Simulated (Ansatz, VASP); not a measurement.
**Two plane-wave programs on PdC18**

```xyz
19
Lattice="7.3980 0.0000 0.0000 -3.6990 6.4069 0.0000 0.0000 0.0000 12.0000" Properties=species:S:1:pos:R:3 pbc="T T T"
C     0.0189    0.0380    1.1138
C     1.2607    0.7576    1.0084
C    -1.2278    2.1926    1.0128
C     0.0179    2.8907    0.9588
C    -2.4583    4.3150    0.9725
C    -1.2186    5.0240    0.9689
C     2.4737    0.0437    0.9702
C     3.7141    0.7528    0.9701
C     1.2420    2.1828    0.9557
C     2.4817    2.8881    0.9471
C     0.0072    4.3153    0.9473
C     1.2474    5.0208    0.9554
C     4.9277    0.0391    1.0078
C     6.1684    0.7588    1.1132
C     3.7073    2.1790    0.9687
C     4.9470    2.8885    0.9723
C     2.4711    4.3131    0.9583
C     3.7164    5.0113    1.0130
Pd   -0.5999    0.3979    3.1557
```

Alike in both runs: functional PBE; dispersion D3(BJ); k mesh 2 × 2 × 1; occupations fermi-dirac, width 0.02 eV; no spin polarisation.

Ansatz relaxed the structure, and its values are those at the end. VASP's run is a single point on that final structure, the one shown.

|  | VASP | Ansatz |
| --- | --- | --- |
| version | VASP 6.6.1 | Ansatz 0.2.0 |
| potentials or method | VASP PAW PBE potentials, release 64 (C, Pd), cutoff 520 eV | scalar-relativistic, plane waves, PAW |
| valence electrons in the cell | 82 | 90 |

```tsv
	VASP	Ansatz	Ansatz less VASP
rms of the force components (eV/Å)	0.020	0.020	-0.0006
```

VASP's potentials hold 82 valence electrons a cell and Ansatz's 90, so a difference there can come from the potentials and not from the codes.

The k mesh is coarse, so the values compare programs but aren't converged.
